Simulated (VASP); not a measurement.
# SiHC (P4_2/mmc) in VASP: further runs, part 2 of 2

VASP 6.6.1. The steps go on from the part before.

**3. Relaxation of cell and atoms, PBE**

The input, INCAR:

```
ALGO = Normal
EDIFF = 1E-6
EDIFFG = -0.01
ENCUT = 600
GGA = PE
IBRION = 2
ISIF = 3
ISMEAR = 0
LASPH = True
LCHARG = False
LREAL = False
LWAVE = False
NELM = 80
NSW = 100
PREC = Accurate
SIGMA = 0.1
```

The input, KPOINTS:

```
k-points
0
Gamma
  12 12 8
```

The input, POSCAR:

```
SiHC
1.0
    2.9902825451      0.0000000000      0.0000000000
    0.0000000000      2.9902825451      0.0000000000
    0.0000000000      0.0000000000      5.4515986278
Si H C
2 2 2
Direct
    0.0000000000      0.0000000000      0.7500000000
    0.0000000000      0.0000000000      0.2500000000
    0.5000000000      0.5000000000      0.0000000000
    0.5000000000      0.5000000000      0.5000000000
    0.5000000000      0.0000000000      0.5000000000
    0.0000000000      0.5000000000      0.0000000000
```

Potentials or basis: VASP PAW PBE potentials, release 64 (Si, H, C).

Started as:

```console
$ cat potpaw_PBE.64/Si/POTCAR potpaw_PBE.64/H/POTCAR potpaw_PBE.64/C/POTCAR > POTCAR
$ mpirun -np 1 vasp_std > vasp.out
```

OUTCAR:

```text
EDIFF = 1E-6
   EDIFFG = -0.01
   ENCUT = 600
   GGA = PE
   IBRION = 2
   ISIF = 3
   ISMEAR = 0
   LASPH = True
   LREAL = False
   NELM = 80
   NSW = 100
   PREC = Accurate

 ion  position               nearest neighbor table
   1  0.000  0.000  0.750-   5 2.02   6 2.02   6 2.02   5 2.02   2 2.73   2 2.73
   2  0.000  0.000  0.250-   5 2.02   6 2.02   6 2.02   5 2.02   1 2.73   1 2.73
   3  0.500  0.500  0.000-
   4  0.500  0.500  0.500-
   5  0.500  0.000  0.500-   1 2.02   2 2.02   1 2.02   2 2.02
   6  0.000  0.500  0.000-   1 2.02   2 2.02   1 2.02   2 2.02

  LATTYP: Found a simple tetragonal cell.
 ALAT       =     2.9902825451
 C/A-ratio  =     1.8231048557

  Lattice vectors:

 A1 = (   2.9902825451,   0.0000000000,   0.0000000000)
 A2 = (   0.0000000000,   2.9902825451,   0.0000000000)
 A3 = (   0.0000000000,   0.0000000000,   5.4515986278)

Analysis of symmetry for initial positions (statically):
=====================================================================
 Subroutine PRICEL returns:
 Original cell was already a primitive cell.

 Routine SETGRP: Setting up the symmetry group for a
 simple tetragonal supercell.

 Subroutine GETGRP returns: Found 16 space group operations
 (whereof  8 operations were pure point group operations)
 out of a pool of 16 trial point group operations.

The static configuration has the point symmetry D_2h.
 The point group associated with its full space group is D_4h.

Analysis of symmetry for dynamics (positions and initial velocities):
=====================================================================
 Subroutine PRICEL returns:
 Original cell was already a primitive cell.

 Routine SETGRP: Setting up the symmetry group for a
 simple tetragonal supercell.

 Subroutine GETGRP returns: Found 16 space group operations
 (whereof  8 operations were pure point group operations)
 out of a pool of 16 trial point group operations.

The dynamic configuration has the point symmetry D_2h.
 The point group associated with its full space group is D_4h.

 Subroutine INISYM returns: Found 16 space group operations
 (whereof  8 operations are pure point group operations),
 and found     1 'primitive' translations

----------------------------------------------------------------------------------------

                                     Primitive cell

  volume of cell :      48.7470

  direct lattice vectors                    reciprocal lattice vectors
     2.990282545  0.000000000  0.000000000     0.334416559  0.000000000  0.000000000
     0.000000000  2.990282545  0.000000000     0.000000000  0.334416559  0.000000000
     0.000000000  0.000000000  5.451598628     0.000000000  0.000000000  0.183432433

  length of vectors
     2.990282545  2.990282545  5.451598628     0.334416559  0.334416559  0.183432433

  position of ions in fractional coordinates (direct lattice)
     0.000000000  0.000000000  0.750000000
     0.000000000  0.000000000  0.250000000
     0.500000000  0.500000000  0.000000000
     0.500000000  0.500000000  0.500000000
     0.500000000  0.000000000  0.500000000
     0.000000000  0.500000000  0.000000000

  ion indices of the primitive-cell ions
   primitive index   ion index
                 1           1
                 2           2
                 3           3
                 4           4
                 5           5
[... 62 lines left out ...]
   NGXF,Y,Z  is equivalent  to a cutoff of  26.69, 26.69, 29.28 a.u.
 SYSTEM =  unknown system
   PREC   = accura    normal or accurate (medium, high low for compatibility)
   ISTART =      0    job   : 0-new  1-cont  2-samecut
   ICHARG =      2    charge: 1-file 2-atom 10-const
   ISPIN  =      1    spin polarized calculation?
   LNONCOLLINEAR =      F non collinear calculations
   LSORBIT =      F    spin-orbit coupling
   LASPH  =      T    aspherical Exc in radial PAW
   ENCUT  =  600.0 eV  44.10 Ry    6.64 a.u.   5.97  5.97 10.89*2*pi/ulx,y,z
   NELM   =     80;   NELMIN=  2; NELMDL= -5     # of ELM steps
   EDIFF  = 0.1E-05   stopping-criterion for ELM
   LREAL  =      F    real-space projection
   EDIFFG = -.1E-01   stopping-criterion for IOM
   NSW    =    100    number of steps for IOM
   IBRION =      2    ionic relax: 0-MD 1-quasi-New 2-CG
   NFREE  =      1    steps in history (QN), initial steepest desc. (CG)
   ISIF   =      3    stress and relaxation
   ISYM   =      2    0-nonsym 1-usesym 2-fastsym
   POTIM  = 0.5000    time-step for ionic-motion
   TEBEG  =    0.0;   TEEND  =   0.0 temperature during run
   PSTRESS=    0.0 pullay stress
   NELECT =      18.0000    total number of electrons
   NUPDOWN=      -1.0000    fix difference up-down
   EMIN   =  10.00;   EMAX   =-10.00  energy-range for DOS
   EFERMI =   0.00;   METHOD = LEGACY
   ISMEAR =     0;   SIGMA  =   0.10  broadening in eV -4-tet -1-fermi 0-gaus
   EFERMI_NEDOS =   21; number of points for ismear=-14 and -15
   IALGO  =     38    algorithm
   IMIX   =      4    mixing-type and parameters
     AMIX     =   0.40;   BMIX     =  1.00
     AMIX_MAG =   1.60;   BMIX_MAG =  1.00
  volume/ion in A,a.u.               =       8.12        54.83
  Fermi-wavevector in a.u.,A,eV,Ry     =   1.174491  2.219465 18.768261  1.379428
  Thomas-Fermi vector in A             =   2.310887
   LORBIT       =      0    0 simple, 1 ext, 2 COOP (PROOUT), +10 PAW based schemes
   GGA     = PE    functional components
   LHFCALC =     F    Hartree Fock is set to
   AEXX    =    0.0000 exact exchange contribution
   IVDW    =     0    specifies the selected vdW correction
   LEPSILON=     F    determine dielectric tensor
   LRPA    =     F    only Hartree local field effects (RPA)
 conjugate gradient relaxation of ions
 non-spin polarized calculation
 Gauss-broadening in eV      SIGMA  =   0.10
  energy-cutoff  :      600.00
  volume of cell :       48.75
 maximum number of plane-waves:      1652
 NGX is ok and might be reduce to    24
   NGX = 11   NGY = 11   NGZ = 21

--------------------------------------- Ionic step        1  -------------------------------------------

 number of electron      18.0000003 magnetization

 Free energy of the ion-electron system (eV)
  ---------------------------------------------------
  ext. energy  EPLUGINS =         0.00000000
  ---------------------------------------------------
  free energy    TOTEN  =       -30.63259729 eV

  energy without entropy =      -30.62402003  energy(sigma->0) =      -30.62830866

------------------------ aborting loop because EDIFF is reached ----------------------------------------

  FORCE on cell =-STRESS in cart. coord.  units (eV):
  Direction    XX          YY          ZZ          XY          YZ          ZX
  --------------------------------------------------------------------------------------
  -------------------------------------------------------------------------------------
  Total       -0.2860447     -0.2860447      0.8280480     -0.0000000      0.0000000      0.0000000
  in kB       -9.4014789     -9.4014789     27.2155911     -0.0000000      0.0000000      0.0000000
  external PRESSURE =       2.8042111 kB  Pullay stress =       0.0000000 kB
[... 147 lines left out ...]
--------------------------------------- Ionic step        5  -------------------------------------------

 number of electron      18.0000002 magnetization

 Free energy of the ion-electron system (eV)
  ---------------------------------------------------
  ext. energy  EPLUGINS =         0.00000000
  ---------------------------------------------------
  free energy    TOTEN  =       -30.64029827 eV

  energy without entropy =      -30.63141921  energy(sigma->0) =      -30.63585874

 E-fermi :   9.4102     XC(G=0): -11.3187

 val. band max:        9.4081356958   @ k =   0.1667   0.0833   0.1250
 cond. band min:       9.4195901648   @ k =   0.4167   0.1667   0.5000
 fundamental gap:      0.0114544690
 Fermi energy:         9.4101559775

 k-point     1 :       0.0000    0.0000    0.0000
  band No.  band energies     occupation
      1      -8.3312      2.00000
      2      -5.5706      2.00000
      3      -2.2037      2.00000
      4       5.2446      2.00000
      5       5.2446      2.00000
      6       5.3138      2.00000
      7       7.3558      2.00000
      8       7.3558      2.00000
      9       7.6878      2.00000
     10       9.3053      1.86179
     11      10.3414      0.00000
     12      10.4721      0.00000
     13      13.3249      0.00000
[... 354 lines left out ...]
  band No.  band energies     occupation
      1      -4.5486      2.00000
      2      -3.3373      2.00000
      3      -0.3888      2.00000
      4       0.8803      2.00000
      5       1.6555      2.00000
      6       1.6881      2.00000
      7       2.2398      2.00000
      8       3.4051      2.00000
      9       7.6871      2.00000
     10       8.5135      2.00000
     11       9.1100      1.99998
     12      12.2606      0.00000
     13      13.3587      0.00000

 [... further k-points ...]
[... 5 lines left out ...]
  --------------------------------------------------------------------------------------
  -------------------------------------------------------------------------------------
  Total        0.0271256      0.0271256      0.0309207     -0.0000000      0.0000000      0.0000000
  in kB        0.8909806      0.8909806      1.0156367     -0.0000000      0.0000000      0.0000000
  external PRESSURE =       0.9325327 kB  Pullay stress =       0.0000000 kB
[... 21 lines left out ...]
  FREE ENERGIE OF THE ION-ELECTRON SYSTEM (eV)
  ---------------------------------------------------
  free  energy   TOTEN  =       -30.6402982654 eV

  energy  without entropy=      -30.6314192145  energy(sigma->0) =      -30.63585874

 reached required accuracy - stopping structural energy minimisation
```

Run time: 4.9 min. Hardware: 1 thread of Intel Xeon 8259CL, shared host; peak memory 0.25 GiB.

Results:

| Property | Result |
| --- | --- |
| Free energy | -30.6403 eV |
| Relaxed volume | 8.13 Å³/atom |
| Relaxed cell | a = 2.970 Å, b = 2.970 Å, c = 5.528 Å, α = 90.00°, β = 90.00°, γ = 90.00° |
| Space group after relaxing (to 0.1 Å) | P4_2/mmc (No. 131) |
| Energy gained by relaxing | 1.3 meV/atom |
| Ionic steps | 5 |
| Pressure after relaxing | 0.1 GPa |
| Band gap on the k mesh | zero (bands 9 and 10 overlap by 3.52 eV) |

The path:
```csv
step,energy change (eV),largest force (eV/Å),pressure (GPa),volume (Å³)
1,0.0000,0.0000,0.28,48.75
2,-0.0053,0.0000,-0.05,48.85
3,-0.0075,0.0000,-0.40,48.95
4,-0.0075,0.0000,-0.43,48.96
5,-0.0077,0.0000,0.09,48.78
```

Final structure:
```cif
data_structure
_symmetry_space_group_name_H-M 'P 1'
_symmetry_Int_Tables_number 1
_cell_length_a 2.9704
_cell_length_b 2.9704
_cell_length_c 5.5283
_cell_angle_alpha 90.000
_cell_angle_beta 90.000
_cell_angle_gamma 90.000
_cell_volume 48.78
loop_
_atom_site_label
_atom_site_type_symbol
_atom_site_fract_x
_atom_site_fract_y
_atom_site_fract_z
_atom_site_occupancy
Si1 Si 0.00000 0.00000 0.75000 1
Si2 Si 0.00000 0.00000 0.25000 1
H1 H 0.50000 0.50000 0.00000 1
H2 H 0.50000 0.50000 0.50000 1
C1 C 0.50000 0.00000 0.50000 1
C2 C 0.00000 0.50000 0.00000 1
```

Levels at points of the mesh, in eV from the Fermi level:
```csv
k point,band 6,band 7,band 8,band 9,band 10,band 11,band 12,band 13
"(0.00, 0.00, 0.00)",-4.10,-2.05,-2.05,-1.72,-0.10,0.93,1.06,3.91
"(0.50, 0.00, 0.00)",-7.37,-3.17,-1.34,0.94,1.02,3.14,3.35,3.36
"(0.50, 0.50, 0.00)",-7.94,-6.10,-6.10,-3.50,-1.98,-1.98,1.81,5.61
"(0.00, 0.00, 0.50)",-3.86,-2.67,-2.67,-0.36,-0.36,1.50,1.50,4.18
"(0.50, 0.00, 0.50)",-5.71,-3.14,-2.65,-1.33,-0.78,2.07,3.64,4.14
"(0.50, 0.50, 0.50)",-8.95,-6.62,-6.62,0.21,0.21,0.45,0.45,2.01
```
